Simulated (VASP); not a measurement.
The system is SrCl2.

```
CELL_PARAMETERS angstrom
2.45672 1.41839 4.01532
-2.45672 1.41839 4.01532
0.00000 -2.83678 4.01532
ATOMIC_POSITIONS crystal
Sr 0.00000 0.00000 0.00000
Cl 0.24995 0.24995 0.24995
Cl 0.75005 0.75005 0.75005
```

Base run:

```yaml
Program: VASP 6.6.1
Functional: r2SCAN
Potentials_or_basis: VASP PAW PBE potentials, release 64 (Sr_sv, Cl)
Cutoff: 550 eV
k_mesh: 4 × 4 × 4
Occupations: gaussian, width 0.01 eV
Spin: no spin polarisation
```

Its results: band gap on the k mesh 5.98 eV; pressure 0.8 GPa.

Problem. The run is repeated on the same cell with these changes: dispersion from none to rVV10. What comes out?

Solution. Band gap on the k mesh 5.86 eV (least direct gap 5.88 eV); pressure 0.2 GPa.

Dispersion adds attraction, which lowers the pressure at fixed volume.

Caveats: the PAW data sets were made with another functional, which shifts forces and pressure a little.

A k mesh can miss the band edges.
